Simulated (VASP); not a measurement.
# Pb (Fm-3m) in VASP: notebook, part 2 of 3

VASP 6.6.1. Earlier steps stand in the parts before.

### 4 Single point, PBEsol+D4

This run uses another cell than the first one, of 29.16 Å³/atom, 1.005 times its volume.

File INCAR:

```
SYSTEM = Pb
ALGO     = Fast           ! electronic algorithm
EDIFF    = 1E-7           ! SCF threshold, eV
ENCUT    = 520            ! plane-wave cutoff, eV
GGA      = PS             ! functional
ISIF     = 2              ! what is computed and relaxed
ISMEAR   = -1             ! smearing method
IVDW     = 13             ! dispersion correction
LASPH    = .TRUE.         ! aspherical terms in the spheres
LCHARG   = .TRUE.         ! write CHGCAR
LELF     = .TRUE.         ! ELF
LREAL    = .FALSE.        ! projectors in reciprocal space
LVHAR    = .TRUE.       
LWAVE    = .FALSE.        ! write WAVECAR
NBANDS   = 13             ! bands
NELM     = 60             ! most SCF steps
PREC     = Accurate       ! precision mode
SIGMA    = 0.05           ! smearing width, eV
```

File KPOINTS:

```
k-points
0
G
  9 9 9
  0 0 0
```

File POSCAR:

```
Pb
1.0
    0.0000000000      2.4428626778      2.4428626778
    2.4428626778      0.0000000000      2.4428626778
    2.4428626778      2.4428626778      0.0000000000
Pb
1
Direct
    0.0000000000      0.0000000000      0.0000000000
```

Started as:

```sh
> cat potpaw_PBE.64/Pb_d/POTCAR > POTCAR
> mpirun -np 1 vasp_std > vasp.out
```

Wall time 12 s (1 thread of Intel Xeon 6975P-C, shared host); peak memory 0.15 GiB.

The run converged. Its results:

| Quantity | Value |
| --- | --- |
| Free energy | -4.2777 eV |
| Pressure | -0.1 GPa |
| Band gap on the k mesh | zero (band 7 reaches 15.27 eV, above the bottom of band 8 at 5.91 eV) |
| Dispersion energy per atom | -0.263 eV |

Levels at points of the mesh, in eV from the Fermi level:
| k point | band 5 | band 6 | band 7 | band 8 | band 9 | band 10 |
| --- | --- | --- | --- | --- | --- | --- |
| (0.00, 0.00, 0.00) | -16.69 | -11.87 | 7.90 | 7.90 | 7.90 | 9.96 |

Caveat: the PAW data sets were made with another functional, which shifts forces and pressure a little; spin-orbit coupling is left out, which moves the levels of the heavy elements; pairwise dispersion overbinds metals, which lowers pressure and volume.

### 5 Single point, PBEsol+D3(BJ)

This run uses another cell than the first one, of 30.32 Å³/atom, 1.045 times its volume.

File INCAR:

```
SYSTEM = Pb
PREC = Accurate
ENCUT = 520
EDIFF = 1E-6
ISMEAR = -1
SIGMA = 0.05
LREAL = .FALSE.
LASPH = .TRUE.
NELM = 80
ALGO = Fast
ISIF = 2
LWAVE = .FALSE.
LCHARG = .FALSE.
GGA = PS
IVDW = 12
NBANDS = 13
```

File KPOINTS:

```
regular mesh
0
G
  9 9 9
  0 0 0
```

File POSCAR:

```
Pb
1.0
    0.0000000000      2.4750200000      2.4750200000
    2.4750200000      0.0000000000      2.4750200000
    2.4750200000      2.4750200000      0.0000000000
Pb
1
Direct
    0.0000000000      0.0000000000      0.0000000000
```

Potentials or basis: VASP PAW PBE potentials, release 64 (Pb_d).

Started as:

```sh
> cat potpaw_PBE.64/Pb_d/POTCAR > POTCAR
> mpirun -np 1 vasp_std > vasp.out
```

OUTCAR:

```text
SYSTEM = Pb
   PREC = Accurate
   ENCUT = 520
   EDIFF = 1E-6
   ISMEAR = -1
   LREAL = .FALSE.
   LASPH = .TRUE.
   NELM = 80
   ISIF = 2
   GGA = PS
   IVDW = 12
 IVDW          = 12

 ion  position               nearest neighbor table
   1  0.000  0.000  0.000-

  LATTYP: Found a face centered cubic cell.
 ALAT       =     4.9500400000

  Lattice vectors:

 A1 = (   0.0000000000,   2.4750200000,   2.4750200000)
 A2 = (   2.4750200000,   0.0000000000,   2.4750200000)
 A3 = (   2.4750200000,   2.4750200000,   0.0000000000)

Analysis of symmetry for initial positions (statically):
[... 5 lines left out ...]
 face centered cubic supercell.

 Subroutine GETGRP returns: Found 48 space group operations
 (whereof 48 operations were pure point group operations)
 out of a pool of 48 trial point group operations.

The static configuration has the point symmetry O_h .

Analysis of symmetry for dynamics (positions and initial velocities):
[... 5 lines left out ...]
 face centered cubic supercell.

 Subroutine GETGRP returns: Found 48 space group operations
 (whereof 48 operations were pure point group operations)
 out of a pool of 48 trial point group operations.

The dynamic configuration has the point symmetry O_h .

 Subroutine INISYM returns: Found 48 space group operations
 (whereof 48 operations are pure point group operations),
 and found     1 'primitive' translations

----------------------------------------------------------------------------------------

                                     Primitive cell

  volume of cell :      30.3226

  direct lattice vectors                    reciprocal lattice vectors
     0.000000000  2.475020000  2.475020000    -0.202018570  0.202018570  0.202018570
     2.475020000  0.000000000  2.475020000     0.202018570 -0.202018570  0.202018570
     2.475020000  2.475020000  0.000000000     0.202018570  0.202018570 -0.202018570

  length of vectors
     3.500206851  3.500206851  3.500206851     0.349906427  0.349906427  0.349906427

  position of ions in fractional coordinates (direct lattice)
     0.000000000  0.000000000  0.000000000

  ion indices of the primitive-cell ions
   primitive index   ion index
                 1           1

----------------------------------------------------------------------------------------

 KPOINTS: regular mesh

Automatic generation of k-mesh.
 Grid dimensions read from file:
 generate k-points for:    9    9    9

 Generating k-lattice:

  Cartesian coordinates                     Fractional coordinates (reciprocal lattice)
    -0.022446508  0.022446508  0.022446508     0.111111111  0.000000000  0.000000000
     0.022446508 -0.022446508  0.022446508     0.000000000  0.111111111  0.000000000
     0.022446508  0.022446508 -0.022446508     0.000000000  0.000000000  0.111111111

  Length of vectors
     0.038878492  0.038878492  0.038878492

  Shift w.r.t. Gamma in fractional coordinates (k-lattice)
     0.000000000  0.000000000  0.000000000

 Subroutine IBZKPT returns following result:
 ===========================================

 Found     35 irreducible k-points:

 Following reciprocal coordinates:
            Coordinates               Weight
  0.000000  0.000000  0.000000      1.000000
  0.111111  0.000000  0.000000      8.000000
  0.222222  0.000000  0.000000      8.000000
  0.333333  0.000000  0.000000      8.000000
  0.444444  0.000000  0.000000      8.000000
  0.111111  0.111111  0.000000      6.000000
[... 16 lines left out ...]
 -0.333333  0.333333  0.000000     12.000000
  0.444444  0.444444  0.000000      6.000000
 [... further k-points ...]
   k-points           NKPTS =     35   k-points in BZ     NKDIM =     35   number of bands    NBANDS=     13
   number of dos      NEDOS =    301   number of ions     NIONS =      1
   total plane-waves  NPLWV =  21952
   dimension x,y,z NGX =    28 NGY =   28 NGZ =   28
   dimension x,y,z NGXF=    56 NGYF=   56 NGZF=   56
   ions per type =               1
   NGX,Y,Z   is equivalent  to a cutoff of  13.30, 13.30, 13.30 a.u.
   NGXF,Y,Z  is equivalent  to a cutoff of  26.60, 26.60, 26.60 a.u.
 SYSTEM =  Pb
   PREC   = accura    normal or accurate (medium, high low for compatibility)
   ISTART =      0    job   : 0-new  1-cont  2-samecut
   ICHARG =      2    charge: 1-file 2-atom 10-const
   ISPIN  =      1    spin polarized calculation?
   LNONCOLLINEAR =      F non collinear calculations
   LSORBIT =      F    spin-orbit coupling
   LASPH  =      T    aspherical Exc in radial PAW
   ENCUT  =  520.0 eV  38.22 Ry    6.18 a.u.   6.51  6.51  6.51*2*pi/ulx,y,z
   NELM   =     80;   NELMIN=  2; NELMDL= -5     # of ELM steps
   EDIFF  = 0.1E-05   stopping-criterion for ELM
   LREAL  =      F    real-space projection
   EDIFFG = 0.1E-04   stopping-criterion for IOM
   NSW    =      0    number of steps for IOM
   IBRION =     -1    ionic relax: 0-MD 1-quasi-New 2-CG
   NFREE  =      0    steps in history (QN), initial steepest desc. (CG)
   ISIF   =      2    stress and relaxation
   ISYM   =      2    0-nonsym 1-usesym 2-fastsym
   POTIM  = 0.5000    time-step for ionic-motion
   TEBEG  =    0.0;   TEEND  =   0.0 temperature during run
   PSTRESS=    0.0 pullay stress
   NELECT =      14.0000    total number of electrons
   NUPDOWN=      -1.0000    fix difference up-down
   EMIN   =  10.00;   EMAX   =-10.00  energy-range for DOS
   EFERMI =   0.00;   METHOD = LEGACY
   ISMEAR =    -1;   SIGMA  =   0.05  broadening in eV -4-tet -1-fermi 0-gaus
   EFERMI_NEDOS =   21; number of points for ismear=-14 and -15
   IALGO  =     68    algorithm
   IMIX   =      4    mixing-type and parameters
     AMIX     =   0.40;   BMIX     =  1.00
     AMIX_MAG =   1.60;   BMIX_MAG =  1.00
  volume/ion in A,a.u.               =      30.32       204.63
  Fermi-wavevector in a.u.,A,eV,Ry     =   1.265306  2.391081 21.782907  1.600999
  Thomas-Fermi vector in A             =   2.398566
   LORBIT       =      0    0 simple, 1 ext, 2 COOP (PROOUT), +10 PAW based schemes
   GGA     = PS    functional components
   LHFCALC =     F    Hartree Fock is set to
   AEXX    =    0.0000 exact exchange contribution
   IVDW    =    12    specifies the selected vdW correction
   LEPSILON=     F    determine dielectric tensor
   LRPA    =     F    only Hartree local field effects (RPA)
 non-spin polarized calculation
 RMM-DIIS sequential band-by-band and
  energy-cutoff  :      520.00
  volume of cell :       30.32
 maximum number of plane-waves:       869
 NGX is ok and might be reduce to    28
   NGX = 13   NGY = 13   NGZ = 13

 number of electron      13.9999999 magnetization

 Free energy of the ion-electron system (eV)
  ---------------------------------------------------
  ext. energy  EPLUGINS =         0.00000000
  ---------------------------------------------------
  free energy    TOTEN  =        -4.01728743 eV

  energy without entropy =       -4.01418534  energy(sigma->0) =       -4.01573639

 E-fermi :   6.9481     XC(G=0): -10.3420

 val. band max:        6.7231876957   @ k =  -0.3333   0.3333   0.1111
 cond. band min:       6.9548984293   @ k =  -0.2222   0.3333   0.1111
 fundamental gap:      0.2317107336
 Fermi energy:         6.9480799461

 k-point     1 :       0.0000    0.0000    0.0000
  band No.  band energies     occupation
      1      -9.8909      2.00000
      2      -9.8909      2.00000
      3      -9.8909      2.00000
      4      -9.7488      2.00000
      5      -9.7488      2.00000
      6      -4.6689      2.00000
      7      14.5108      0.00000
      8      14.5108      0.00000
      9      14.5108      0.00000
     10      16.8636      0.00000
     11      18.4150      0.00000
     12      19.5781      0.00000
     13      19.5781      0.00000

 k-point     2 :       0.1111    0.0000    0.0000
  band No.  band energies     occupation
      1      -9.8915      2.00000
      2      -9.8742      2.00000
      3      -9.8742      2.00000
      4      -9.7489      2.00000
      5      -9.7489      2.00000
      6      -4.4310      2.00000
      7      12.1388      0.00000
      8      14.2284      0.00000
      9      14.2284      0.00000
     10      16.4686      0.00000
     11      19.3959      0.00000
[... 339 lines left out ...]
 k-point    24 :       0.4444    0.4444    0.0000
  band No.  band energies     occupation
      1     -10.0512      2.00000
      2      -9.9587      2.00000
      3      -9.6278      2.00000
      4      -9.5889      2.00000
      5      -9.5889      2.00000
      6      -0.0688      2.00000
      7       4.3741      2.00000
      8       9.2379      0.00000
      9       9.2379      0.00000
     10      12.5603      0.00000
     11      13.7912      0.00000
     12      25.3776      0.00000
     13      27.0680      0.00000

 [... further k-points ...]

------------------------ aborting loop because EDIFF is reached ----------------------------------------

 Edisp (eV)   -0.44141

 E8    (eV) :    -0.3225

  FORCE on cell =-STRESS in cart. coord.  units (eV):
  Direction    XX          YY          ZZ          XY          YZ          ZX
  --------------------------------------------------------------------------------------
  -------------------------------------------------------------------------------------
  Total      -0.58197    -0.58197    -0.58197    -0.00000     0.00000     0.00000
  in kB     -30.74982   -30.74982   -30.74982    -0.00000     0.00000     0.00000
  external pressure =      -30.75 kB  Pullay stress =        0.00 kB

 VOLUME and BASIS-vectors are now :
 -----------------------------------------------------------------------------
  energy-cutoff  :      520.00
  volume of cell :       30.32
      direct lattice vectors                 reciprocal lattice vectors
     0.000000000  2.475020000  2.475020000    -0.202018570  0.202018570  0.202018570
     2.475020000  0.000000000  2.475020000     0.202018570 -0.202018570  0.202018570
     2.475020000  2.475020000  0.000000000     0.202018570  0.202018570 -0.202018570

 POSITION                                       TOTAL-FORCE (eV/Angst)
 -----------------------------------------------------------------------------------
      0.00000      0.00000      0.00000         0.000000      0.000000      0.000000
 -----------------------------------------------------------------------------------
    total drift:                               -0.000000     -0.000000     -0.000000

  FREE ENERGIE OF THE ION-ELECTRON SYSTEM (eV)
  ---------------------------------------------------
  free  energy   TOTEN  =        -4.4586961701 eV

  energy  without entropy=       -4.4555940796  energy(sigma->0) =       -4.45714512
```

OSZICAR:

```text
N       E                     dE             d eps       ncg     rms          rms(c)
DAV:   1     0.107500046160E+03    0.10750E+03   -0.70728E+03   930   0.126E+03
DAV:   2     0.903924718495E+00   -0.10660E+03   -0.10305E+03   950   0.313E+02
DAV:   3    -0.391899793627E+01   -0.48229E+01   -0.48042E+01  1143   0.715E+01
DAV:   4    -0.402939062925E+01   -0.11039E+00   -0.11037E+00  1129   0.117E+01
DAV:   5    -0.403450961619E+01   -0.51190E-02   -0.51187E-02  1252   0.231E+00    0.578E-01
RMM:   6    -0.402066695908E+01    0.13843E-01   -0.14705E-02  1086   0.176E+00    0.280E-01
RMM:   7    -0.401730412181E+01    0.33628E-02   -0.91263E-03  1097   0.107E+00    0.914E-02
RMM:   8    -0.401722561504E+01    0.78507E-04   -0.17391E-03  1304   0.633E-01    0.147E-02
RMM:   9    -0.401727812538E+01   -0.52510E-04   -0.54891E-04  1354   0.231E-01    0.148E-02
RMM:  10    -0.401728263326E+01   -0.45079E-05   -0.14899E-04  1200   0.216E-01    0.841E-03
RMM:  11    -0.401728608524E+01   -0.34520E-05   -0.77697E-05  1422   0.932E-02    0.218E-03
RMM:  12    -0.401728729722E+01   -0.12120E-05   -0.13293E-05  1030   0.386E-02    0.203E-03
RMM:  13    -0.401728743358E+01   -0.13636E-06   -0.26387E-06   716   0.177E-02
   1 F= -.44586962E+01 E0= -.44571451E+01  d E =-.310209E-02
```

stdout:

```text
POSCAR found type information on POSCAR Pb
 POSCAR found :  1 types and       1 ions
 scaLAPACK will be used
 -----------------------------------------------------------------------------
|                                                                             |
|                                                                             |
|     You enforced a specific xc type in the INCAR file but a different       |
|     I HOPE YOU KNOW WHAT YOU ARE DOING!                                     |
|                                                                             |
 -----------------------------------------------------------------------------

 LDA part: xc-table for (Slater+PW92), standard interpolation
 POSCAR, INCAR and KPOINTS ok, starting setup
 FFT: planning ... GRIDC
 FFT: planning ... GRID_SOFT
 FFT: planning ... GRID
 WAVECAR not read
 entering main loop
```

Run time: 13 s. Hardware: 1 thread of Intel Xeon 6975P-C, shared host; peak memory 0.17 GiB.

What came out:

```
Free energy                : -4.4587 eV
Pressure                   : -3.1 GPa
Band gap on the k mesh     : zero (band 7 reaches 14.51 eV, above the bottom of band 8 at 5.54 eV)
Dispersion energy per atom : -0.441 eV
```

Levels at points of the mesh, in eV from the Fermi level:
| k point | band 3 | band 4 | band 5 | band 6 | band 7 | band 8 | band 9 | band 10 | band 11 | band 12 |
| --- | --- | --- | --- | --- | --- | --- | --- | --- | --- | --- |
| (0.00, 0.00, 0.00) | -16.84 | -16.70 | -16.70 | -11.62 | 7.56 | 7.56 | 7.56 | 9.92 | 11.47 | 12.63 |

Caveat: three body term missing; the PAW data sets were made with another functional, which shifts forces and pressure a little; spin-orbit coupling is left out, which moves the levels of the heavy elements; pairwise dispersion overbinds metals, which lowers pressure and volume.

[end of part 2 of 3]
